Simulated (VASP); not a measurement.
Set up this calculation in VASP 6.6.1, as the native input.

```yaml
Task: single point
Functional: PBE
Potentials_or_basis: VASP PAW PBE potentials, release 64 (Cs_sv, Li_sv, Cd)
Cutoff: 520 eV
k_mesh: 4 × 4 × 4
Occupations: gaussian, width 0.1 eV
Spin: no spin polarisation
Dipole_correction: no
Further_INCAR_settings: ALGO = Normal; EDIFF = 1e-06; NBANDS = 36
```

The structure of Cs3Li4Cd lies in POSCAR:

```
Cs3Li4Cd
1.0
    6.1738309200      0.0000000000      0.0000000000
    0.0000000000      6.1738309200      0.0000000000
    0.0000000000      0.0000000000      6.1738309200
Cs Li Cd
3 4 1
Direct
    0.0000000000      0.0000000000      0.5000000000
    0.0000000000      0.5000000000      0.0000000000
    0.5000000000      0.0000000000      0.0000000000
    0.0000000000      0.0000000000      0.0000000000
    0.5000000000      0.5000000000      0.0000000000
    0.5000000000      0.0000000000      0.5000000000
    0.0000000000      0.5000000000      0.5000000000
    0.5000000000      0.5000000000      0.5000000000
```

The cell was built from a structure type or drawn by symmetry, and may not be a known phase.

These files were run (other wordings do the same):

INCAR

```
PREC = Accurate
ENCUT = 520
EDIFF = 1E-6
ISMEAR = 0
SIGMA = 0.1
LREAL = F
LASPH = T
NELM = 100
ALGO = Normal
ISIF = 2
LWAVE = F
LCHARG = F
GGA = PE
NBANDS = 36
```

KPOINTS

```
regular mesh
0
Gamma
  4 4 4
```

Potentials or basis: VASP PAW PBE potentials, release 64 (Cs_sv, Li_sv, Cd).

Run with:

```console
$ cat potpaw_PBE.64/Cs_sv/POTCAR potpaw_PBE.64/Li_sv/POTCAR potpaw_PBE.64/Cd/POTCAR > POTCAR
$ mpirun -np 1 vasp_std > vasp.out
```

Results of the run:

- Band gap on the k mesh: zero (an odd number of electrons rules out a gap without spin polarisation)

Caveat: spin-orbit coupling is left out, which moves the levels of the heavy elements.

It took 63 s on 1 thread of Intel(R) Xeon(R) Platinum 8488C (Sapphire Rapids) (shared host), peak memory 0.35 GiB.
